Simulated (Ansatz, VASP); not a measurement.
**One calculation of SnO2, two programs**

INCAR

```
ALGO     = Normal         # electronic algorithm
EDIFF    = 1E-6           # SCF threshold, eV
ENCUT    = 520            # plane-wave cutoff, eV
GGA      = CA             # functional
ISIF     = 2              # what is computed and relaxed
ISMEAR   = -1             # smearing method
LASPH    = True           # aspherical terms in the spheres
LCHARG   = False          # write CHGCAR
LREAL    = False          # projectors in reciprocal space
LWAVE    = False          # write WAVECAR
NBANDS   = 35             # bands
NELM     = 80             # most SCF steps
PREC     = Accurate       # precision mode
SIGMA    = 0.05           # smearing width, eV
```

The input KPOINTS:

```
k-points
0
Gamma
  6 6 8
```

POSCAR

```
SnO2
1.0
    4.7380000000      0.0000000000      0.0000000000
    0.0000000000      4.7380000000      0.0000000000
    0.0000000000      0.0000000000      3.1865000000
Sn O
2 4
Direct
    0.5000000000      0.5000000000      0.5000000000
    0.0000000000      0.0000000000      0.0000000000
    0.8071000000      0.1929000000      0.5000000000
    0.6929000000      0.6929000000      0.0000000000
    0.1929000000      0.8071000000      0.5000000000
    0.3071000000      0.3071000000      0.0000000000
```

File input.yaml:

```yaml
crystal:
  lattice:
    - [4.738, 0.0, 0.0]
    - [0.0, 4.738, 0.0]
    - [0.0, 0.0, 3.1865]
  atoms:
    - { symbol: Sn, position: [0.5, 0.5, 0.5] }
    - { symbol: Sn, position: [0.0, 0.0, 0.0] }
    - { symbol: O, position: [0.8071, 0.1929, 0.5] }
    - { symbol: O, position: [0.6929, 0.6929, 0.0] }
    - { symbol: O, position: [0.1929, 0.8071, 0.5] }
    - { symbol: O, position: [0.3071, 0.3071, 0.0] }
hamiltonian:
  xc: lda
  pseudopotentials: { kind: paw }
kpoints:
  mp_grid: { grid: [6, 6, 8] }
  band_path:
    path:
      - [[0.0, 0.0, 0.0], [0.0, 0.5, 0.0], [0.5, 0.5, 0.0], [0.0, 0.0, 0.0], [0.0, 0.0, 0.5], [0.0, 0.5, 0.5], [0.5, 0.5, 0.5], [0.0, 0.0, 0.5]]
      - [[0.0, 0.5, 0.0], [0.0, 0.5, 0.5]]
      - [[0.5, 0.5, 0.0], [0.5, 0.5, 0.5]]
    npoints: 14
scf:
  occupations: { method: fermi_dirac, width: 0.05 }
  n_extra_bands: 15
output:
  forces: true
  stress: true
  eigenvalues: true
  fatbands: true
```

Alike in both runs: functional LDA; k mesh 6 × 6 × 8; occupations fermi-dirac, width 0.05 eV; no spin polarisation.

```csv
,VASP,Ansatz
version,VASP 6.6.1,Ansatz 0.2.0
potentials or method,"VASP PAW LDA potentials, release 64 (Sn_d, O)",Ansatz PAW
plane-wave cutoff (eV),520,420
valence electrons in the cell,52,52
task,single point,band structure
```

```csv
,VASP,Ansatz,Ansatz less VASP
gap on the k mesh at the Fermi level (eV),1.17,1.13,-0.035
least direct gap on the mesh (eV),1.17,1.13,-0.035
pressure (GPa),0.3,-0.7,-1.07
"traceless stress, the component that is largest in VASP (GPa)",1.03,0.70,-0.336
rms of the force components (eV/Å),0.085,0.073,-0.0122
```

LDA's correlation is that of Perdew and Zunger in VASP and of Perdew and Wang (1992) in Ansatz. Atom by atom the forces differ by 0.012 eV/Å (rms over components).

Noted on Ansatz's run: Pulay correction over one GPa.
